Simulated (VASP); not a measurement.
# BaC5 (F-43m) in VASP: single point with PBE

Aim: the single point of BaC5 with PBE.

Everything below comes from runs of VASP 6.6.1. Logs are shortened: lines on timing, memory, paths and dates and some standing lists are left out, and cuts for length are marked.

### 1 The cell of the first run

Symmetry: F-43m, No. 216, cubic system. Conventional cell: a = 7.021 Å, b = 7.021 Å, c = 7.021 Å, α = 90.00°, β = 90.00°, γ = 90.00°. Ba (site symmetry -43m) has 28 C at 3.04 to 4.13 Å within 4.2 Å. C (site symmetry 3m) has 3 C at 1.54 Å within 2.1 Å. Within 3.8 Å of C (site symmetry -43m) lie 12 C at 2.87 Å and 4 Ba at 3.04 Å.

### 2 Single point, PBE, collinear spin

File INCAR:

```
ALGO = Normal ; EDIFF = 1E-6
ENCUT = 600 ; GGA = PE
GGA_COMPAT = F ; ISIF = 2
ISMEAR = 0 ; ISPIN = 2
LASPH = T ; LCHARG = F
LORBIT = 11 ; LREAL = F
LWAVE = F ; MAGMOM = 0 -0.22 -0.22 -0.22 -0.22 1.54
NBANDS = 28 ; NELM = 200
PREC = Accurate ; SIGMA = 0.1
```

File KPOINTS:

```
k-points
0
Gamma
  10 10 10
```

File POSCAR:

```
BaC5
1.0
    0.0000000000      3.5103077747      3.5103077747
    3.5103077747      0.0000000000      3.5103077747
    3.5103077747      3.5103077747      0.0000000000
Ba C
1 5
Direct
    0.2500000000      0.2500000000      0.2500000000
    0.6722004783      0.9833985650      0.6722004783
    0.6722004783      0.6722004783      0.6722004783
    0.9833985650      0.6722004783      0.6722004783
    0.6722004783      0.6722004783      0.9833985650
    0.0000000000      0.0000000000      0.0000000000
```

Potentials or basis: VASP PAW PBE potentials, release 64 (Ba_sv, C).

Started as:

```sh
$ cat potpaw_PBE.64/Ba_sv/POTCAR potpaw_PBE.64/C/POTCAR > POTCAR
$ mpirun -np 1 vasp_std > vasp.out
```

OUTCAR:

```text
EDIFF = 1E-6
   ENCUT = 600
   GGA = PE
   ISIF = 2
   ISMEAR = 0
   ISPIN = 2
   LASPH = T
   LORBIT = 11
   LREAL = F
   NELM = 200
   PREC = Accurate

 ion  position               nearest neighbor table
   1  0.250  0.250  0.250-   6 3.04   6 3.04   6 3.04   6 3.04   4 3.06   5 3.06   2 3.06   3 3.06
                             3 3.06   3 3.06   2 3.06   4 3.06   5 3.06   2 3.06   4 3.06   5 3.06
   2  0.672  0.983  0.672-   3 1.54   4 1.54   5 1.54   1 3.06   1 3.06   1 3.06
   3  0.672  0.672  0.672-   2 1.54   4 1.54   5 1.54   1 3.06   1 3.06   1 3.06
   4  0.983  0.672  0.672-   2 1.54   3 1.54   5 1.54   1 3.06   1 3.06   1 3.06
   5  0.672  0.672  0.983-   2 1.54   3 1.54   4 1.54   1 3.06   1 3.06   1 3.06
   6  0.000  0.000  0.000-   1 3.04   1 3.04   1 3.04   1 3.04

  LATTYP: Found a face centered cubic cell.
 ALAT       =     7.0206155494

  Lattice vectors:

 A1 = (   0.0000000000,   3.5103077747,   3.5103077747)
 A2 = (   3.5103077747,   0.0000000000,   3.5103077747)
 A3 = (   3.5103077747,   3.5103077747,   0.0000000000)

Analysis of symmetry for initial positions (statically):
=====================================================================
 Subroutine PRICEL returns:
 Original cell was already a primitive cell.

 Routine SETGRP: Setting up the symmetry group for a
 face centered cubic supercell.

 Subroutine GETGRP returns: Found 24 space group operations
 (whereof 24 operations were pure point group operations)
 out of a pool of 48 trial point group operations.

The static configuration has the point symmetry T_d .

Analysis of symmetry for dynamics (positions and initial velocities):
=====================================================================
 Subroutine PRICEL returns:
 Original cell was already a primitive cell.

 Routine SETGRP: Setting up the symmetry group for a
 face centered cubic supercell.

 Subroutine GETGRP returns: Found 24 space group operations
 (whereof 24 operations were pure point group operations)
 out of a pool of 48 trial point group operations.

The dynamic configuration has the point symmetry T_d .

Analysis of structural, dynamic, and magnetic symmetry:
=====================================================================
 Subroutine PRICEL returns:
 Original cell was already a primitive cell.

 Routine SETGRP: Setting up the symmetry group for a
 face centered cubic supercell.

 Subroutine GETGRP returns: Found 24 space group operations
 (whereof 24 operations were pure point group operations)
 out of a pool of 48 trial point group operations.

The overall configuration has the point symmetry T_d .

 Subroutine INISYM returns: Found 24 space group operations
 (whereof 24 operations are pure point group operations),
 and found     1 'primitive' translations

----------------------------------------------------------------------------------------

                                     Primitive cell

  volume of cell :      86.5099

  direct lattice vectors                    reciprocal lattice vectors
     0.000000000  3.510307775  3.510307775    -0.142437653  0.142437653  0.142437653
     3.510307775  0.000000000  3.510307775     0.142437653 -0.142437653  0.142437653
     3.510307775  3.510307775  0.000000000     0.142437653  0.142437653 -0.142437653

  length of vectors
     4.964324863  4.964324863  4.964324863     0.246709252  0.246709252  0.246709252

  position of ions in fractional coordinates (direct lattice)
     0.250000000  0.250000000  0.250000000
     0.672200478  0.983398565  0.672200478
     0.672200478  0.672200478  0.672200478
     0.983398565  0.672200478  0.672200478
     0.672200478  0.672200478  0.983398565
     0.000000000  0.000000000  0.000000000

  ion indices of the primitive-cell ions
   primitive index   ion index
                 1           1
                 2           2
                 3           3
                 4           4
                 5           5
                 6           6

----------------------------------------------------------------------------------------

 KPOINTS: k-points

Automatic generation of k-mesh.
 Grid dimensions read from file:
 generate k-points for:   10   10   10
[... 46 lines left out ...]
   k-points           NKPTS =     47   k-points in BZ     NKDIM =     47   number of bands    NBANDS=     28
   number of dos      NEDOS =    301   number of ions     NIONS =      6
   total plane-waves  NPLWV =  64000
   dimension x,y,z NGX =    40 NGY =   40 NGZ =   40
   dimension x,y,z NGXF=    80 NGYF=   80 NGZF=   80
   ions per type =               1   5
   NGX,Y,Z   is equivalent  to a cutoff of  13.40, 13.40, 13.40 a.u.
   NGXF,Y,Z  is equivalent  to a cutoff of  26.79, 26.79, 26.79 a.u.
 SYSTEM =  unknown system
   PREC   = accura    normal or accurate (medium, high low for compatibility)
   ISTART =      0    job   : 0-new  1-cont  2-samecut
   ICHARG =      2    charge: 1-file 2-atom 10-const
   ISPIN  =      2    spin polarized calculation?
   LNONCOLLINEAR =      F non collinear calculations
   LSORBIT =      F    spin-orbit coupling
   LASPH  =      T    aspherical Exc in radial PAW
   ENCUT  =  600.0 eV  44.10 Ry    6.64 a.u.   9.91  9.91  9.91*2*pi/ulx,y,z
   NELM   =    200;   NELMIN=  2; NELMDL= -5     # of ELM steps
   EDIFF  = 0.1E-05   stopping-criterion for ELM
   LREAL  =      F    real-space projection
   EDIFFG = 0.1E-04   stopping-criterion for IOM
   NSW    =      0    number of steps for IOM
   IBRION =     -1    ionic relax: 0-MD 1-quasi-New 2-CG
   NFREE  =      0    steps in history (QN), initial steepest desc. (CG)
   ISIF   =      2    stress and relaxation
   ISYM   =      2    0-nonsym 1-usesym 2-fastsym
   POTIM  = 0.5000    time-step for ionic-motion
   TEBEG  =    0.0;   TEEND  =   0.0 temperature during run
   PSTRESS=    0.0 pullay stress
   NELECT =      30.0000    total number of electrons
   NUPDOWN=      -1.0000    fix difference up-down
   EMIN   =  10.00;   EMAX   =-10.00  energy-range for DOS
   EFERMI =   0.00;   METHOD = LEGACY
   ISMEAR =     0;   SIGMA  =   0.10  broadening in eV -4-tet -1-fermi 0-gaus
   EFERMI_NEDOS =   21; number of points for ismear=-14 and -15
   IALGO  =     38    algorithm
   IMIX   =      4    mixing-type and parameters
     AMIX     =   0.40;   BMIX     =  1.00
     AMIX_MAG =   1.60;   BMIX_MAG =  1.00
  volume/ion in A,a.u.               =      14.42        97.30
  Fermi-wavevector in a.u.,A,eV,Ry     =   1.150165  2.173496 17.998861  1.322879
  Thomas-Fermi vector in A             =   2.286830
   LORBIT       =     11    0 simple, 1 ext, 2 COOP (PROOUT), +10 PAW based schemes
   GGA     = PE    functional components
   LHFCALC =     F    Hartree Fock is set to
   AEXX    =    0.0000 exact exchange contribution
   IVDW    =     0    specifies the selected vdW correction
   LEPSILON=     F    determine dielectric tensor
   LRPA    =     F    only Hartree local field effects (RPA)
 spin polarized calculation
 Gauss-broadening in eV      SIGMA  =   0.10
  energy-cutoff  :      600.00
  volume of cell :       86.51
 maximum number of plane-waves:      2901
   NGX = 19   NGY = 19   NGZ = 19

 number of electron      30.0000000 magnetization      -0.0003808

 number of electron      30.0000000 magnetization       0.0000213

 Free energy of the ion-electron system (eV)
  ---------------------------------------------------
  ext. energy  EPLUGINS =         0.00000000
  ---------------------------------------------------
  free energy    TOTEN  =       -33.00651805 eV

  energy without entropy =      -32.99890400  energy(sigma->0) =      -33.00271102

 E-fermi :   1.9031     XC(G=0):  -9.9418

 val. band max:        1.8607189935   @ k =  -0.4000   0.4000   0.0000
 cond. band min:       1.9548542377   @ k =  -0.3000   0.5000   0.2000
 fundamental gap:      0.0941352442
 Fermi energy:         1.9030686030

 spin component 1

 k-point     1 :       0.0000    0.0000    0.0000
  band No.  band energies     occupation
      1     -23.5660      1.00000
      2     -17.3527      1.00000
      3      -8.9475      1.00000
      4      -8.9475      1.00000
      5      -8.9475      1.00000
      6      -7.1903      1.00000
[... 709 lines left out ...]
     26      11.1656      0.00000
     27      11.5643      0.00000

 [... further k-points ...]

 spin component 2

 k-point     1 :       0.0000    0.0000    0.0000
  band No.  band energies     occupation
      1     -23.5660      1.00000
      2     -17.3526      1.00000
      3      -8.9475      1.00000
      4      -8.9475      1.00000
      5      -8.9475      1.00000
      6      -7.1905      1.00000
[... 709 lines left out ...]
     26      11.1656      0.00000
     27      11.5644      0.00000

 [... further k-points ...]

 [bands above 27 left out]

------------------------ aborting loop because EDIFF is reached ----------------------------------------

  FORCE on cell =-STRESS in cart. coord.  units (eV):
  Direction    XX          YY          ZZ          XY          YZ          ZX
  --------------------------------------------------------------------------------------
  -------------------------------------------------------------------------------------
  Total       -0.0249781     -0.0249781     -0.0249781      0.0000000     -0.0000000      0.0000000
  in kB       -0.4625987     -0.4625987     -0.4625987      0.0000000     -0.0000000      0.0000000
  external PRESSURE =      -0.4625987 kB  Pullay stress =       0.0000000 kB

 VOLUME and BASIS-vectors are now :
 -----------------------------------------------------------------------------
  energy-cutoff  :      600.00
  volume of cell :       86.51
      direct lattice vectors                 reciprocal lattice vectors
     0.000000000  3.510307775  3.510307775    -0.142437653  0.142437653  0.142437653
     3.510307775  0.000000000  3.510307775     0.142437653 -0.142437653  0.142437653
     3.510307775  3.510307775  0.000000000     0.142437653  0.142437653 -0.142437653

 POSITION                                       TOTAL-FORCE (eV/Angst)
 -----------------------------------------------------------------------------------
      1.75515      1.75515      1.75515        -0.000000      0.000000     -0.000000
      5.81166      4.71926      5.81166         0.390819     -0.390819      0.390819
      4.71926      4.71926      4.71926        -0.390819     -0.390819     -0.390819
      4.71926      5.81166      5.81166        -0.390819      0.390819      0.390819
      5.81166      5.81166      4.71926         0.390819      0.390819     -0.390819
      0.00000      0.00000      0.00000        -0.000000      0.000000     -0.000000
 -----------------------------------------------------------------------------------
    total drift:                                0.000000      0.000000      0.000000

  FREE ENERGIE OF THE ION-ELECTRON SYSTEM (eV)
  ---------------------------------------------------
  free  energy   TOTEN  =       -33.0065180524 eV

  energy  without entropy=      -32.9989039970  energy(sigma->0) =      -33.00271102

 total charge

# of ion       s       p       d       tot
------------------------------------------
    1        2.006   5.633   0.298   7.938
    2        0.900   1.469   0.000   2.369
    3        0.900   1.469   0.000   2.369
    4        0.900   1.469   0.000   2.369
    5        0.900   1.469   0.000   2.369
    6        1.061   0.926   0.000   1.987
--------------------------------------------------
tot          6.669  12.435   0.298  19.402

 magnetization (x)

# of ion       s       p       d       tot
------------------------------------------
    1        0.000  -0.000  -0.000  -0.000
    2        0.000   0.000   0.000   0.000
    3        0.000   0.000   0.000   0.000
    4        0.000   0.000   0.000   0.000
    5        0.000   0.000   0.000   0.000
    6        0.000  -0.000   0.000  -0.000
--------------------------------------------------
tot          0.000  -0.000  -0.000  -0.000
```

Run time: 11 min. Hardware: 1 thread of Intel Xeon 8259CL, shared host; peak memory 0.42 GiB.

Results:

```yaml
Free_energy: -33.0065 eV
Pressure: 0.0 GPa
Largest_force: 0.677 eV/Å
Band_gap_on_the_k_mesh: 0.09 eV (least direct gap 0.20 eV)
Net_moment: 0.00 μB per cell
Valence_electrons_inside_the_program's_atomic_spheres: Ba 7.94; C 2.37, 1.99 (each value once)
```

Forces on the atoms (eV/Å):
```
Ba   0.000  0.000  0.000
C    0.391 -0.391  0.391
C   -0.391 -0.391 -0.391
C   -0.391  0.391  0.391
C    0.391  0.391 -0.391
C    0.000  0.000  0.000
```

Caveat: spin-orbit coupling is left out, which moves the levels of the heavy elements.
